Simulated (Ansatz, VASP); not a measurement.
**One calculation of Pt, two programs**

```
CELL_PARAMETERS angstrom
-1.60999 1.60999 1.60999
1.60999 -1.60999 1.60999
1.60999 1.60999 -1.60999
ATOMIC_POSITIONS crystal
Pt 0.00000 0.00000 0.00000
```

Alike in both runs: task single point; functional revPBE; k mesh 16 × 16 × 16; occupations fermi-dirac, width 0.1 eV; no spin polarisation.

|  | VASP | Ansatz |
| --- | --- | --- |
| version | VASP 6.6.1 | Ansatz 0.2.0 |
| potentials or method | VASP PAW PBE potentials, release 64 (Pt), cutoff 520 eV | plane waves (420 eV) with PAW, scalar-relativistic |
| valence electrons in the cell | 10 | 18 |

Ansatz gave:

| Quantity | Value |
| --- | --- |
| pressure (GPa) | -7.9 |

**Question.** Estimate VASP's values.

**Answer.** Pressure (GPa): -8.2.

VASP's potentials were made for PBE, not for revPBE. VASP's potentials hold 10 valence electrons a cell and Ansatz's 18, so a difference there can come from the potentials and not from the codes.

Neither program's run includes spin-orbit coupling.
